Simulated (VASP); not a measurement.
The system is ErAlF2.

```
Er Al F
1.0
     2.88189    0.00000    0.00000
     0.00000    2.88189    0.00000
     0.00000    0.00000    9.58836
Er Al F
1 1 2
Direct
  0.50000 0.50000 0.00000
  0.00000 0.00000 0.50000
  0.00000 0.00000 0.12705
  0.00000 0.00000 0.87295
```

The cell was built from a structure type or drawn by symmetry, and may not be a known phase.

| Property | Result |
| --- | --- |
| Program | VASP 6.6.1 |
| Task | relaxation of cell and atoms |
| Functional | PBE |
| Potentials or basis | VASP PAW PBE potentials, release 64 (Er_3, Al, F), 4f in core |
| Cutoff | 600 eV |
| k mesh | 6 × 6 × 2 |
| Occupations | gaussian, width 0.1 eV |
| Spin | no spin polarisation |

At the start: pressure 0.9 GPa; volume 19.91 Å³/atom.

Question: How do energy, volume and symmetry change on relaxing?

Answer: Over 4 steps the energy falls by 3.0 meV/atom and the volume is 20.16 Å³/atom (+1.3 %); space group P4/mmm (No. 123, to 0.1 Å) before and after.

Step by step:
```
step  energy change (eV)  largest force (eV/Å)  pressure (GPa)  volume (Å³)
   1              0.0000                0.1715            0.86        79.63
   2             -0.0112                0.0958           -0.19        80.87
   3             -0.0113                0.0867           -0.30        81.00
   4             -0.0120                0.0156            0.05        80.66
```

Final structure:
```cif
data_structure
_symmetry_space_group_name_H-M 'P 1'
_symmetry_Int_Tables_number 1
_cell_length_a 2.9116
_cell_length_b 2.9116
_cell_length_c 9.5143
_cell_angle_alpha 90.000
_cell_angle_beta 90.000
_cell_angle_gamma 90.000
_cell_volume 80.66
loop_
_atom_site_label
_atom_site_type_symbol
_atom_site_fract_x
_atom_site_fract_y
_atom_site_fract_z
_atom_site_occupancy
Er1 Er 0.50000 0.50000 0.00000 1
Al1 Al 0.00000 0.00000 0.50000 1
F1 F 0.00000 0.00000 0.12558 1
F2 F 0.00000 0.00000 0.87442 1
```

Caveat: the k points lie up to 0.36 Å⁻¹ apart in the final cell, too coarse for converged energies and pressures of a metal; the run has no spin polarisation, though such a crystal can be magnetic.
